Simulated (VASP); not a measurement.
Here is a VASP 6.6.1 calculation.

INCAR

```
ALGO = Normal
EDIFF = 1E-6
ENCUT = 520
GGA = PS
ISIF = 2
ISMEAR = 1
LASPH = True
LCHARG = False
LREAL = False
LWAVE = False
NBANDS = 14
NELM = 100
PREC = Accurate
SIGMA = 0.05
```

The input KPOINTS:

```
k-points
0
Gamma
  9 9 3
```

Contents of POSCAR:

```
Al
1.0
    2.7495835011      0.0000000000      0.0000000000
   -1.3747922368      2.3812096476      0.0000000000
    0.0000000000      0.0000000000      8.9341941495
Al
4
Direct
    0.0000000000      0.0000000000      0.0000000000
    0.3333333333      0.6666666667      0.2500000000
    0.0000000000      0.0000000000      0.5000000000
    0.6666666667      0.3333333333      0.7500000000
```

Potentials or basis: VASP PAW PBE potentials, release 64 (Al).

Run with:

```sh
$ cat potpaw_PBE.64/Al/POTCAR > POTCAR
$ mpirun -np 1 vasp_std > vasp.out
```

(1) What does it give for the pressure?

(2) What does it give for the band gap on the k mesh?

## Answers

(1) 10.5 GPa.

(2) zero (band 6 reaches 13.45 eV, above the bottom of band 7 at 7.85 eV).

Caveat: the PAW data sets were made with another functional, which shifts forces and pressure a little.
